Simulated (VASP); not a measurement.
**MgSe: single point with PBEsol**

MgSe:

```
Mg Se
1.0
     0.00000    2.72550    2.79364
     2.72550    0.00000    2.79364
     2.72550    2.72550    0.00000
Mg Se
1 1
Direct
  0.00000 0.00000 0.00000
  0.50000 0.50000 0.50000
```

This cell differs from its parent crystal: strain +0.000 along x and y, +0.025 along z.

```json
{
 "Program": "VASP 6.6.1",
 "Task": "single point",
 "Functional": "PBEsol",
 "Potentials or basis": "VASP PAW PBE potentials, release 64 (Mg, Se)",
 "Cutoff": "600 eV",
 "k mesh": "8 × 8 × 8",
 "Occupations": "gaussian, width 0.05 eV",
 "Spin": "no spin polarisation"
}
```

```yaml
Pressure: -1.6 GPa
Band_gap_on_the_k_mesh: 1.61 eV, indirect (least direct gap 2.26 eV)
```

Stress tensor (GPa, compression positive):
```
-0.91  0.00  0.00
 0.00 -0.91  0.00
 0.00  0.00 -2.84
```

Levels at points of the mesh, in eV from the valence-band top:
```tsv
k point	band 1	band 2	band 3	band 4	band 5	band 6	band 7	band 8
(0.00, 0.00, 0.00)	-12.91	-0.12	-0.12	0.00	2.26	7.11	7.34	7.34
(0.50, 0.00, 0.00)	-11.84	-4.94	-0.68	-0.60	3.59	5.83	6.06	8.34
(0.50, 0.50, 0.00)	-11.59	-4.27	-1.75	-1.75	1.73	3.89	11.16	11.91
(0.50, 0.00, 0.50)	-11.51	-4.25	-1.97	-1.75	1.61	3.81	11.40	11.41
```

Wall time 26 s on 1 thread of Intel Xeon 6975P-C (shared host), peak memory 0.19 GiB.

Caveat: the cell differs from its parent crystal (strain +0.000 along x and y, +0.025 along z); the PAW data sets were made with another functional, which shifts forces and pressure a little. A k mesh can miss the band edges.
